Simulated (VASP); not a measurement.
# TiSi2 (Cmcm) in VASP: a series of runs

The runs below take TiSi2 through single point, with PBEsol.

Everything below comes from runs of VASP 6.6.1. Logs are shortened: lines on timing, memory, paths and dates and some standing lists are left out, and cuts for length are marked.

## 1. The cell of the first run

Symmetry: Cmcm, No. 63, orthorhombic system. Conventional cell: a = 3.644 Å, b = 12.765 Å, c = 3.684 Å, α = 90.00°, β = 90.00°, γ = 90.00°. Within 3.5 Å of Ti (site symmetry m2m) lie 10 Si at 2.62 to 2.76 Å and 2 Ti at 3.20 Å. Si (site symmetry m2m) has 6 Si at 2.40 to 3.05 Å and 6 Ti at 2.65 to 2.76 Å within 3.2 Å. Within 3.4 Å of Si (site symmetry m2m) lie 8 Si at 2.59 to 3.05 Å and 4 Ti at 2.62 to 2.63 Å.

## 2. Single point, PBEsol (14.28 Å³/atom)

Input file INCAR:

```
PREC     = Accurate       # precision mode
ENCUT    = 520            # plane-wave cutoff, eV
EDIFF    = 1E-7           # SCF threshold, eV
ISMEAR   = 0              # smearing method
SIGMA    = 0.15           # smearing width, eV
LREAL    = F              # projectors in reciprocal space
LASPH    = T              # aspherical terms in the spheres
NELM     = 80             # most SCF steps
ALGO     = Normal         # electronic algorithm
ISIF     = 2              # what is computed and relaxed
LWAVE    = F              # write WAVECAR
LCHARG   = F              # write CHGCAR
GGA      = PS             # functional
NBANDS   = 29             # bands
```

Input file KPOINTS:

```
regular mesh
0
Gamma
  14 14 12
```

Input file POSCAR:

```
TiSi2
1.0
    1.8218671439     -6.3826904370      0.0000000000
    1.8218671439      6.3826904370      0.0000000000
    0.0000000000      0.0000000000      3.6838213717
Ti Si
2 4
Direct
    0.8975108623      0.1024891377      0.7500000000
    0.1024891377      0.8975108623      0.2500000000
    0.5599809709      0.4400190291      0.7500000000
    0.4400190291      0.5599809709      0.2500000000
    0.2497198722      0.7502801278      0.7500000000
    0.7502801278      0.2497198722      0.2500000000
```

Potentials or basis: VASP PAW PBE potentials, release 64 (Ti_sv, Si).

Command:

```console
> cat potpaw_PBE.64/Ti_sv/POTCAR potpaw_PBE.64/Si/POTCAR > POTCAR
> mpirun -np 1 vasp_std > vasp.out
```

OUTCAR:

```text
PREC = Accurate
   ENCUT = 520
   EDIFF = 1E-7
   ISMEAR = 0
   LREAL = F
   LASPH = T
   NELM = 80
   ISIF = 2
   GGA = PS

 ion  position               nearest neighbor table
   1  0.898  0.102  0.750-   5 2.62   5 2.62   6 2.63   6 2.63   4 2.65   4 2.65   4 2.65   4 2.65
                             3 2.76   3 2.76
   2  0.102  0.898  0.250-   6 2.62   6 2.62   5 2.63   5 2.63   3 2.65   3 2.65   3 2.65   3 2.65
                             4 2.76   4 2.76
   3  0.560  0.440  0.750-   4 2.40   4 2.40   2 2.65   2 2.65   2 2.65   2 2.65   1 2.76   1 2.76
                             5 3.03   5 3.03   6 3.05   6 3.05
   4  0.440  0.560  0.250-   3 2.40   3 2.40   1 2.65   1 2.65   1 2.65   1 2.65   2 2.76   2 2.76
                             6 3.03   6 3.03   5 3.05   5 3.05
   5  0.250  0.750  0.750-   6 2.59   6 2.59   6 2.59   6 2.59   1 2.62   1 2.62   2 2.63   2 2.63
                             3 3.03   3 3.03   4 3.05   4 3.05
   6  0.750  0.250  0.250-   5 2.59   5 2.59   5 2.59   5 2.59   2 2.62   2 2.62   1 2.63   1 2.63
                             4 3.03   4 3.03   3 3.05   3 3.05

  LATTYP: Found a base centered orthorhombic cell.
 ALAT       =     3.6437342878
 B/A-ratio  =     3.5033786401
 C/A-ratio  =     1.0110016485

  Lattice vectors:

 A1 = (   1.8218671439,  -6.3826904370,   0.0000000000)
 A2 = (   1.8218671439,   6.3826904370,   0.0000000000)
 A3 = (   0.0000000000,   0.0000000000,   3.6838213717)

Analysis of symmetry for initial positions (statically):
=====================================================================
 Subroutine PRICEL returns:
 Original cell was already a primitive cell.

 Routine SETGRP: Setting up the symmetry group for a
 base centered orthorhombic supercell.

 Subroutine GETGRP returns: Found  8 space group operations
 (whereof  4 operations were pure point group operations)
 out of a pool of  8 trial point group operations.

The static configuration has the point symmetry C_2h.
 The point group associated with its full space group is D_2h.

Analysis of symmetry for dynamics (positions and initial velocities):
=====================================================================
 Subroutine PRICEL returns:
 Original cell was already a primitive cell.

 Routine SETGRP: Setting up the symmetry group for a
 base centered orthorhombic supercell.

 Subroutine GETGRP returns: Found  8 space group operations
 (whereof  4 operations were pure point group operations)
 out of a pool of  8 trial point group operations.

The dynamic configuration has the point symmetry C_2h.
 The point group associated with its full space group is D_2h.

 Subroutine INISYM returns: Found  8 space group operations
 (whereof  4 operations are pure point group operations),
 and found     1 'primitive' translations

----------------------------------------------------------------------------------------

                                     Primitive cell

  volume of cell :      85.6740

  direct lattice vectors                    reciprocal lattice vectors
     1.821867144 -6.382690437  0.000000000     0.274443722 -0.078336871  0.000000000
     1.821867144  6.382690437  0.000000000     0.274443722  0.078336871  0.000000000
     0.000000000  0.000000000  3.683821372     0.000000000  0.000000000  0.271457245

  length of vectors
     6.637615318  6.637615318  3.683821372     0.285405014  0.285405014  0.271457245

  position of ions in fractional coordinates (direct lattice)
     0.897510862  0.102489138  0.750000000
     0.102489138  0.897510862  0.250000000
     0.559980971  0.440019029  0.750000000
     0.440019029  0.559980971  0.250000000
     0.249719872  0.750280128  0.750000000
     0.750280128  0.249719872  0.250000000

  ion indices of the primitive-cell ions
   primitive index   ion index
                 1           1
                 2           2
                 3           3
                 4           4
                 5           5
                 6           6

----------------------------------------------------------------------------------------

 KPOINTS: regular mesh

Automatic generation of k-mesh.
 Grid dimensions read from file:
 generate k-points for:   14   14   12

 Generating k-lattice:

  Cartesian coordinates                     Fractional coordinates (reciprocal lattice)
     0.019603123 -0.005595491  0.000000000     0.071428571 -0.000000000  0.000000000
     0.019603123  0.005595491  0.000000000    -0.000000000  0.071428571  0.000000000
     0.000000000  0.000000000  0.022621437     0.000000000  0.000000000  0.083333333

  Length of vectors
     0.020386072  0.020386072  0.022621437

  Shift w.r.t. Gamma in fractional coordinates (k-lattice)
     0.000000000  0.000000000  0.000000000

 Subroutine IBZKPT returns following result:
 ===========================================

 Found    399 irreducible k-points:

 Following reciprocal coordinates:
            Coordinates               Weight
  0.000000  0.000000  0.000000      1.000000
  0.071429 -0.000000  0.000000      4.000000
  0.142857 -0.000000  0.000000      4.000000
  0.214286  0.000000  0.000000      4.000000
  0.285714  0.000000  0.000000      4.000000
  0.357143  0.000000  0.000000      4.000000
[... 16 lines left out ...]
  0.214286  0.142857  0.000000      4.000000
  0.285714  0.142857  0.000000      4.000000
 [... further k-points ...]
   k-points           NKPTS =    399   k-points in BZ     NKDIM =    399   number of bands    NBANDS=     29
   number of dos      NEDOS =    301   number of ions     NIONS =      6
   total plane-waves  NPLWV =  70000
   dimension x,y,z NGX =    50 NGY =   50 NGZ =   28
   dimension x,y,z NGXF=   100 NGYF=  100 NGZF=   56
   ions per type =               2   4
   NGX,Y,Z   is equivalent  to a cutoff of  12.52, 12.52, 12.64 a.u.
   NGXF,Y,Z  is equivalent  to a cutoff of  25.05, 25.05, 25.27 a.u.
 SYSTEM =  unknown system
   PREC   = accura    normal or accurate (medium, high low for compatibility)
   ISTART =      0    job   : 0-new  1-cont  2-samecut
   ICHARG =      2    charge: 1-file 2-atom 10-const
   ISPIN  =      1    spin polarized calculation?
   LNONCOLLINEAR =      F non collinear calculations
   LSORBIT =      F    spin-orbit coupling
   LASPH  =      T    aspherical Exc in radial PAW
   ENCUT  =  520.0 eV  38.22 Ry    6.18 a.u.  12.34 12.34  6.85*2*pi/ulx,y,z
   NELM   =     80;   NELMIN=  2; NELMDL= -5     # of ELM steps
   EDIFF  = 0.1E-06   stopping-criterion for ELM
   LREAL  =      F    real-space projection
   EDIFFG = 0.1E-05   stopping-criterion for IOM
   NSW    =      0    number of steps for IOM
   IBRION =     -1    ionic relax: 0-MD 1-quasi-New 2-CG
   NFREE  =      0    steps in history (QN), initial steepest desc. (CG)
   ISIF   =      2    stress and relaxation
   ISYM   =      2    0-nonsym 1-usesym 2-fastsym
   POTIM  = 0.5000    time-step for ionic-motion
   TEBEG  =    0.0;   TEEND  =   0.0 temperature during run
   PSTRESS=    0.0 pullay stress
   NELECT =      40.0000    total number of electrons
   NUPDOWN=      -1.0000    fix difference up-down
   EMIN   =  10.00;   EMAX   =-10.00  energy-range for DOS
   EFERMI =   0.00;   METHOD = LEGACY
   ISMEAR =     0;   SIGMA  =   0.15  broadening in eV -4-tet -1-fermi 0-gaus
   EFERMI_NEDOS =   21; number of points for ismear=-14 and -15
   IALGO  =     38    algorithm
   IMIX   =      4    mixing-type and parameters
     AMIX     =   0.40;   BMIX     =  1.00
     AMIX_MAG =   1.60;   BMIX_MAG =  1.00
  volume/ion in A,a.u.               =      14.28        96.36
  Fermi-wavevector in a.u.,A,eV,Ry     =   1.270024  2.399997 21.945655  1.612960
  Thomas-Fermi vector in A             =   2.403033
   LORBIT       =      0    0 simple, 1 ext, 2 COOP (PROOUT), +10 PAW based schemes
   GGA     = PS    functional components
   LHFCALC =     F    Hartree Fock is set to
   AEXX    =    0.0000 exact exchange contribution
   IVDW    =     0    specifies the selected vdW correction
   LEPSILON=     F    determine dielectric tensor
   LRPA    =     F    only Hartree local field effects (RPA)
 non-spin polarized calculation
 Gauss-broadening in eV      SIGMA  =   0.15
  energy-cutoff  :      520.00
  volume of cell :       85.67
 maximum number of plane-waves:      2334
 NGX is ok and might be reduce to    50
   NGX = 25   NGY = 25   NGZ = 13

 number of electron      39.9999992 magnetization

 Free energy of the ion-electron system (eV)
  ---------------------------------------------------
  ext. energy  EPLUGINS =         0.00000000
  ---------------------------------------------------
  free energy    TOTEN  =       -43.40946445 eV

  energy without entropy =      -43.38900118  energy(sigma->0) =      -43.39923281

 E-fermi :  10.3677     XC(G=0): -11.7067

 val. band max:       10.3649159184   @ k =  -0.4286   0.3571   0.1667
 cond. band min:      10.3704479389   @ k =  -0.2143   0.0714   0.0000
 fundamental gap:      0.0055320205
 Fermi energy:        10.3677465647

 k-point     1 :       0.0000    0.0000    0.0000
  band No.  band energies     occupation
      1     -46.1699      2.00000
      2     -46.1556      2.00000
      3     -22.6217      2.00000
      4     -22.6093      2.00000
      5     -22.5909      2.00000
      6     -22.5899      2.00000
[... 21 lines left out ...]
     28      13.5325      0.00000
     29      13.5401      0.00000

 k-point     2 :       0.0714   -0.0000    0.0000
  band No.  band energies     occupation
      1     -46.1698      2.00000
      2     -46.1555      2.00000
      3     -22.6214      2.00000
      4     -22.6122      2.00000
      5     -22.5934      2.00000
      6     -22.5893      2.00000
[... 21 lines left out ...]
     28      13.4115      0.00000
     29      13.5618      0.00000

 k-point     3 :       0.1429   -0.0000    0.0000
  band No.  band energies     occupation
      1     -46.1693      2.00000
      2     -46.1551      2.00000
      3     -22.6206      2.00000
      4     -22.6204      2.00000
      5     -22.6005      2.00000
      6     -22.5876      2.00000
[... 21 lines left out ...]
     28      13.3942      0.00000
     29      13.6111      0.00000

 k-point     4 :       0.2143    0.0000    0.0000
  band No.  band energies     occupation
      1     -46.1687      2.00000
      2     -46.1546      2.00000
      3     -22.6322      2.00000
      4     -22.6195      2.00000
      5     -22.6107      2.00000
      6     -22.5852      2.00000
[... 21 lines left out ...]
     28      13.4105      0.00000
     29      14.2071      0.00000

 k-point     5 :       0.2857    0.0000    0.0000
  band No.  band energies     occupation
      1     -46.1680      2.00000
      2     -46.1540      2.00000
      3     -22.6452      2.00000
      4     -22.6221      2.00000
      5     -22.6182      2.00000
      6     -22.5824      2.00000
[... 21 lines left out ...]
     28      13.3283      0.00000
     29      14.5810      0.00000
[... 510 lines left out ...]
     28      13.5579      0.00000
     29      13.6232      0.00000

 k-point    22 :       0.1429    0.1429    0.0000
  band No.  band energies     occupation
      1     -46.1681      2.00000
      2     -46.1540      2.00000
      3     -22.6451      2.00000
      4     -22.6222      2.00000
      5     -22.6183      2.00000
      6     -22.5833      2.00000
[... 21 lines left out ...]
     28      13.3724      0.00000
     29      14.6782      0.00000

 k-point    23 :       0.2143    0.1429    0.0000
  band No.  band energies     occupation
      1     -46.1674      2.00000
      2     -46.1534      2.00000
      3     -22.6569      2.00000
      4     -22.6323      2.00000
      5     -22.6171      2.00000
      6     -22.5809      2.00000
[... 21 lines left out ...]
     28      13.3541      0.00000
     29      14.2144      0.00000

 k-point    24 :       0.2857    0.1429    0.0000
  band No.  band energies     occupation
      1     -46.1670      2.00000
      2     -46.1531      2.00000
      3     -22.6650      2.00000
      4     -22.6393      2.00000
      5     -22.6163      2.00000
      6     -22.5788      2.00000
[... 21 lines left out ...]
     28      13.4012      0.00000
     29      14.0079      0.00000

 [... further k-points ...]

------------------------ aborting loop because EDIFF is reached ----------------------------------------

  FORCE on cell =-STRESS in cart. coord.  units (eV):
  Direction    XX          YY          ZZ          XY          YZ          ZX
  --------------------------------------------------------------------------------------
  -------------------------------------------------------------------------------------
  Total       -5.2500785      4.1917640     -5.5251702      0.0000000      0.0000000      0.0000000
  in kB      -98.1809735     78.3895837   -103.3254253      0.0000000      0.0000000      0.0000000
  external PRESSURE =     -41.0389384 kB  Pullay stress =       0.0000000 kB

 VOLUME and BASIS-vectors are now :
 -----------------------------------------------------------------------------
  energy-cutoff  :      520.00
  volume of cell :       85.67
      direct lattice vectors                 reciprocal lattice vectors
     1.821867144 -6.382690437  0.000000000     0.274443722 -0.078336871  0.000000000
     1.821867144  6.382690437  0.000000000     0.274443722  0.078336871  0.000000000
     0.000000000  0.000000000  3.683821372     0.000000000  0.000000000  0.271457245

 POSITION                                       TOTAL-FORCE (eV/Angst)
 -----------------------------------------------------------------------------------
      1.82187     -5.07438      2.76287         0.000000     -0.562567     -0.000000
      1.82187      5.07438      0.92096         0.000000      0.562567      0.000000
      1.82187     -0.76568      2.76287         0.000000     -0.265985      0.000000
      1.82187      0.76568      0.92096         0.000000      0.265985      0.000000
      1.82187      3.19492      2.76287         0.000000      0.041902      0.000000
      1.82187     -3.19492      0.92096         0.000000     -0.041902      0.000000
 -----------------------------------------------------------------------------------
    total drift:                               -0.000000     -0.000000     -0.000000

  FREE ENERGIE OF THE ION-ELECTRON SYSTEM (eV)
  ---------------------------------------------------
  free  energy   TOTEN  =       -43.4094644461 eV

  energy  without entropy=      -43.3890011783  energy(sigma->0) =      -43.39923281
```

It took 24 min on 1 thread of Intel Xeon 8259CL, shared host; peak memory 0.86 GiB.

Results:

| Item | Value |
| --- | --- |
| Free energy | -43.4095 eV |
| Pressure | -4.1 GPa |
| Largest force | 0.563 eV/Å |
| Band gap on the k mesh | zero (bands 20 and 21 overlap by 0.83 eV) |

Forces in eV/Å, atoms in the order of the input:
```
Ti   0.000 -0.563  0.000
Ti   0.000  0.563  0.000
Si   0.000 -0.266  0.000
Si   0.000  0.266  0.000
Si   0.000  0.042  0.000
Si   0.000 -0.042  0.000
```

Stress tensor (GPa, compression positive):
```
 -9.82   0.00   0.00
  0.00   7.84   0.00
  0.00   0.00 -10.33
```

Caveat: the stress differs along the axes, from -10 to 8 GPa; the PAW data sets were made with another functional, which shifts forces and pressure a little.

[end of part 1 of 2]
